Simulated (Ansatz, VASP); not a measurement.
**ZnS in VASP and in Ansatz**

Contents of INCAR:

```
PREC = Accurate
ENCUT = 520
EDIFF = 1E-6
ISMEAR = 0
SIGMA = 0.05
LREAL = F
LASPH = T
NELM = 60
ALGO = Normal
ISIF = 2
LWAVE = F
LCHARG = F
GGA = PE
NBANDS = 26
```

File KPOINTS:

```
regular mesh
0
Gamma
  9 9 4
```

The input POSCAR:

```
ZnS
1.0
    3.8455587354      0.0000000000      0.0000000000
   -1.9227793677      3.3303515566      0.0000000000
    0.0000000000      0.0000000000      6.3037246812
Zn S
2 2
Direct
    0.3065489361      0.6470591271      0.0052003729
    0.6934510639      0.3529408729      0.5052003729
    0.3549777968      0.6825115136      0.3797996271
    0.6450222032      0.3174884864      0.8797996271
```

Input for Ansatz:

```yaml
crystal:
  lattice:
    - [3.8455587354, 0.0, 0.0]
    - [-1.9227793677, 3.3303515566, 0.0]
    - [0.0, 0.0, 6.3037246812]
  atoms:
    - { symbol: Zn, position: [0.3065489361, 0.6470591271, 0.0052003729] }
    - { symbol: Zn, position: [0.6934510639, 0.3529408729, 0.5052003729] }
    - { symbol: S, position: [0.3549777968, 0.6825115136, 0.3797996271] }
    - { symbol: S, position: [0.6450222032, 0.3174884864, 0.8797996271] }
basis:
  ecutwfc: 520.0
kpoints:
  mp_grid: { grid: [9, 9, 4] }
hamiltonian:
  xc: pbe
scf:
  occupations: { method: gaussian, width: 0.05 }
output:
  forces: true
  stress: true
  eigenvalues: true
```

Change from the starting cell: mode 4 frozen in at -0.065 Å and mode 5 at -0.065 Å (largest displacements).

Alike in both runs: task single point; functional PBE; k mesh 9 × 9 × 4; occupations gaussian, width 0.05 eV; no spin polarisation.

|  | VASP | Ansatz |
| --- | --- | --- |
| version | VASP 6.6.1 | Ansatz 0.2.0 |
| potentials or method | VASP PAW PBE potentials, release 64 (Zn, S), cutoff 520 eV | scalar-relativistic, plane waves, PAW |
| valence electrons in the cell | 36 | 36 |

|  | VASP | Ansatz | Ansatz less VASP |
| --- | --- | --- | --- |
| gap on the k mesh at the Fermi level (eV) | 2.04 | 2.04 | -0.002 |
| least direct gap on the mesh (eV) | 2.04 | 2.04 | -0.002 |
| pressure (GPa) | 0.1 | -0.1 | -0.15 |
| traceless stress, the component that is largest in VASP (GPa) | 0.16 | 0.16 | +0.001 |
| rms of the force components (eV/Å) | 0.051 | 0.051 | +0.0004 |

Atom by atom the forces differ by 0.001 eV/Å (rms over components).
